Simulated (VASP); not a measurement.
Wanted: the native input for a VASP 6.6.1 run.

```
Task                   : single point
Functional             : PBE
Potentials or basis    : VASP PAW PBE potentials, release 64 (Hf_pv, O)
Cutoff                 : 520 eV
k mesh                 : 8 × 8 × 8
Occupations            : gaussian, width 0.05 eV
Spin                   : no spin polarisation
Dipole correction      : no
Further INCAR settings : ALGO = Normal; EDIFF = 1e-06; NBANDS = 18
```

The structure of HfO2 lies in POSCAR:

```
HfO2
1.0
    0.0000000000      2.2341820386      3.3512730578
    2.2341820386      0.0000000000      3.3512730578
    2.2341820386      2.2341820386      0.0000000000
Hf O
1 2
Direct
    0.0000000000      0.0000000000      0.0000000000
    0.2500000000      0.2500000000      0.2500000000
    0.7500000000      0.7500000000      0.7500000000
```

This cell differs from its parent crystal: ratio of the length along z to the lengths across it x 1.5, volume and fractional coordinates fixed.

One way to write it, as run:

INCAR

```
SYSTEM = HfO2
ALGO = Normal
EDIFF = 1E-6
ENCUT = 520
GGA = PE
ISIF = 2
ISMEAR = 0
LASPH = .TRUE.
LCHARG = .FALSE.
LREAL = .FALSE.
LWAVE = .FALSE.
NBANDS = 18
NELM = 80
PREC = Accurate
SIGMA = 0.05
```

KPOINTS

```
k-points
0
G
  8 8 8
  0 0 0
```

Potentials or basis: VASP PAW PBE potentials, release 64 (Hf_pv, O).

Run with:

```sh
$ cat potpaw_PBE.64/Hf_pv/POTCAR potpaw_PBE.64/O/POTCAR > POTCAR
$ mpirun -np 1 vasp_std > vasp.out
```

Results of the run:

```json
{
 "Pressure": "-2.5 GPa",
 "Band gap on the k mesh": "zero (band 11 reaches 5.99 eV, above the bottom of band 12 at 4.69 eV)"
}
```

Caveat: spin-orbit coupling is left out, which moves the levels of the heavy elements.

It took 51 s on 1 thread of AMD EPYC 7R43 64-Core Processor (Zen 3), on a shared host, peak memory 0.14 GiB.
